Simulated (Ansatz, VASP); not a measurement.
TlF in VASP and in Ansatz

```
Tl F
1.0
     9.00000    0.00000    0.00000
     0.00000    9.00000    0.00000
     0.00000    0.00000   11.10000
Tl F
1 1
Cartesian
  4.5000 4.5000 4.5000
  4.5000 4.5000 6.6045
```

Alike in both runs: task single point; functional PBE; k mesh 1 × 1 × 1; occupations gaussian, width 0.01 eV; no spin polarisation.

|  | VASP | Ansatz |
| --- | --- | --- |
| version | VASP 6.6.1 | Ansatz 0.2.0 |
| potentials or method | VASP PAW PBE potentials, release 64 (Tl_d, F), cutoff 520 eV | scalar-relativistic, plane waves, PAW |
| valence electrons in the cell | 20 | 20 |

VASP gave:

* gap on the k mesh at the Fermi level (eV): 4.48
* rms of the force components (eV/Å): 0.237

Which values does Ansatz return?

gap on the k mesh at the Fermi level (eV): 4.49; rms of the force components (eV/Å): 0.193.

Atom by atom the forces differ by 0.044 eV/Å (rms over components). With one functional, cell and mesh, what is left measures potentials, basis and numerics.

Neither program's run includes spin-orbit coupling.
